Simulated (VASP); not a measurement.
Wanted: the native input for a VASP 6.6.1 run.

```yaml
Task: single point
Functional: LDA
Potentials_or_basis: VASP PAW LDA potentials, release 64 (Ge_d)
Cutoff: 520 eV
k_mesh: 8 × 8 × 8
Occupations: fermi-dirac, width 0.05 eV
Spin: no spin polarisation
Dipole_correction: no
Further_INCAR_settings: ALGO = Normal; EDIFF = 1e-06; NBANDS = 21
```

The structure of Ge lies in POSCAR:

```
Ge
1.0
    0.0000000000      2.8289100000      2.8289100000
    2.8289100000      0.0000000000      2.8289100000
    2.8289100000      2.8289100000      0.0000000000
Ge
2
Direct
    0.7500000000      0.7500000000      0.7500000000
    0.5000000000      0.5000000000      0.5000000000
```

One way to write it, as run:

INCAR

```
PREC = Accurate
ENCUT = 520
EDIFF = 1E-6
ISMEAR = -1
SIGMA = 0.05
LREAL = False
LASPH = True
NELM = 80
ALGO = Normal
ISIF = 2
LWAVE = False
LCHARG = False
NBANDS = 21
```

KPOINTS

```
regular mesh
0
Gamma
  8 8 8
```

Potentials or basis: VASP PAW LDA potentials, release 64 (Ge_d).

The run is started by

```sh
$ cat potpaw_LDA.64/Ge_d/POTCAR > POTCAR
$ mpirun -np 1 vasp_std > vasp.out
```

It gave:

```
Pressure               : -1.1 GPa
Band gap on the k mesh : zero (filled and empty bands touch)
```

Wall time 31 s on 1 thread of Intel(R) Xeon(R) Platinum 8488C (Sapphire Rapids), on a shared host, peak memory 0.15 GiB.
